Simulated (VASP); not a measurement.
A run of VASP 6.6.1:

File INCAR:

```
  PREC = Accurate
  ENCUT = 600
  EDIFF = 1E-6
  ISMEAR = -1
  SIGMA = 0.15
  LREAL = False
  LASPH = True
  NELM = 60
  ALGO = Normal
  ISIF = 3
  LWAVE = False
  LCHARG = False
  GGA = PS
  IBRION = 2
  NSW = 80
  EDIFFG = -0.01
```

File KPOINTS:

```
regular mesh
0
Gamma
  5 5 5
```

The input POSCAR:

```
Li
1.0
    4.4544400000      0.0000000000      0.0000000000
    0.0000000000      4.4544400000      0.0000000000
    0.0000000000      0.0000000000      4.4544400000
Li
4
Direct
    0.8745680000      0.1254320000      0.6254320000
    0.3745680000      0.3745680000      0.3745680000
    0.1254320000      0.6254320000      0.8745680000
    0.6254320000      0.8745680000      0.1254320000
```

Potentials or basis: VASP PAW PBE potentials, release 64 (Li_sv).

Command:

```bash
$ cat potpaw_PBE.64/Li_sv/POTCAR > POTCAR
$ mpirun -np 1 vasp_std > vasp.out
```

Hardware: 1 thread of Intel(R) Xeon(R) Platinum 8259CL CPU @ 2.50GHz (Skylake/Cascade Lake), with other jobs on the host.

**Question.** How long does it take, and how much memory?

**Answer.** It took 20 s on 1 thread of Intel(R) Xeon(R) Platinum 8259CL CPU @ 2.50GHz (Skylake/Cascade Lake), on a shared host, peak memory 0.19 GiB. Counts: scf iterations 22, k points 11, ion steps 3.
